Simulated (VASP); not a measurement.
CO2, 6 atoms in the cell. The structure is tetragonal, space group I-42d (No. 122). The conventional cell has a = 4.059 Å, b = 4.059 Å, c = 5.935 Å, α = 90.00°, β = 90.00°, γ = 90.00°. Within 1.9 Å of C (site symmetry -4) lie 4 O at 1.40 Å. Within 1.9 Å of O (site symmetry 2) lie 2 C at 1.40 Å.  This cell differs from its parent crystal: biaxial xy strain +3.8%.

| Quantity | Value |
| --- | --- |
| Program | VASP 6.6.1 |
| Task | single point |
| Functional | HSE06 |
| Potentials or basis | VASP PAW PBE potentials, release 64 (C, O) |
| Cutoff | 520 eV |
| k mesh | 6 × 6 × 6 |
| Occupations | gaussian, width 0.01 eV |
| Spin | no spin polarisation |
| Dipole correction | no |
| Grid for exact exchange (PRECFOCK) | Fast |
| Further INCAR settings | ALGO = Normal; EDIFF = 1e-07; NBANDS = 25 |
| Share of exact exchange | 0.25 |
| Screening parameter | 0.2079 1/Å |

Potentials or basis: VASP PAW PBE potentials, release 64 (C, O).

Run with:

```sh
$ cat potpaw_PBE.64/C/POTCAR potpaw_PBE.64/O/POTCAR > POTCAR
$ cp INCAR.step1 INCAR
$ mpirun -np 4 vasp_std > vasp.out
$ cp INCAR.step2 INCAR
$ mpirun -np 4 vasp_std > vasp.out
```

Hardware: 4 MPI ranks on AMD EPYC 9R45 96-Core Processor (Zen 5) (shared host).

Task: Estimate the wall time of this run.

Result: It took 16 min on 4 MPI ranks on AMD EPYC 9R45 96-Core Processor (Zen 5), on a shared host, peak memory 0.28 GiB a rank. Counts: k points 30.
